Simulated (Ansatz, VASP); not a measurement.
**ZrSi2 in VASP and in Ansatz**

```xyz
3
Lattice="2.4655 1.4235 2.5701 -2.4655 1.4235 2.5701 0.0000 -2.8469 2.5701" Properties=species:S:1:pos:R:3 pbc="T T T"
Zr    0.0000    0.0000    0.0000
Si    0.0000    0.0000    2.7081
Si    0.0000    0.0000    5.0022
```

Alike in both runs: functional PBE; k mesh 5 × 5 × 5; occupations gaussian, width 0.2 eV; no spin polarisation.

Ansatz relaxed the structure, and its values are those at the end. VASP's run is a single point on that final structure, the one shown.

|  | VASP | Ansatz |
| --- | --- | --- |
| version | VASP 6.6.1 | Ansatz 0.2.0 |
| potentials or method | VASP PAW PBE potentials, release 64 (Zr_sv, Si), cutoff 500 eV | scalar-relativistic, plane waves, PAW |
| valence electrons in the cell | 20 | 20 |

Ansatz gave:

```
gap on the k mesh at the Fermi level (eV) : none
pressure (GPa)                            : -0.2
rms of the force components (eV/Å)        : 0.010
```

What did VASP give for the same quantities?

gap on the k mesh at the Fermi level (eV): none; pressure (GPa): -0.2; rms of the force components (eV/Å): 0.016.

A gap of «none» marks a metal or a gap that the smearing closes.
